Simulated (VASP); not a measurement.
Runs of VASP 6.6.1 on ZnSe. The structure is that of space group F-43m (No. 216), or close to it. The cells are those of the table. 

```tsv
cell	gap on the mesh (eV)	pressure (GPa)
a = 3.891 Å, angles 60.0°, 2 atoms	(b)	9.5
a = 3.729 Å, angles 60.0°, 2 atoms	(d)	25.6
a = 4.377 Å, angles 60.0°, 2 atoms	0.34	(c)
a = 3.973, b = 3.973, c = 3.891 Å, angles 60.7, 60.7, 58.6°, 2 atoms	1.42	5.9
a = 3.811, b = 3.811, c = 3.729 Å, angles 60.7, 60.7, 58.6°, 2 atoms	1.97	19.3
a = 4.215 Å, angles 60.0°, 2 atoms	0.72	(a)
```

Alike in all rows: task single point; level PBE; potentials or basis VASP PAW PBE potentials, release 64 (Zn, Se); no spin polarisation; k mesh 8 × 8 × 8; cutoff (eV) 520; smearing gaussian 0.05 eV.

Q: Estimate the missing entries.

A: (a) -5.0; (b) 1.66; (c) -7.6; (d) 2.24.

A k mesh can miss the band edges, and the runs leave out spin-orbit coupling on Se.
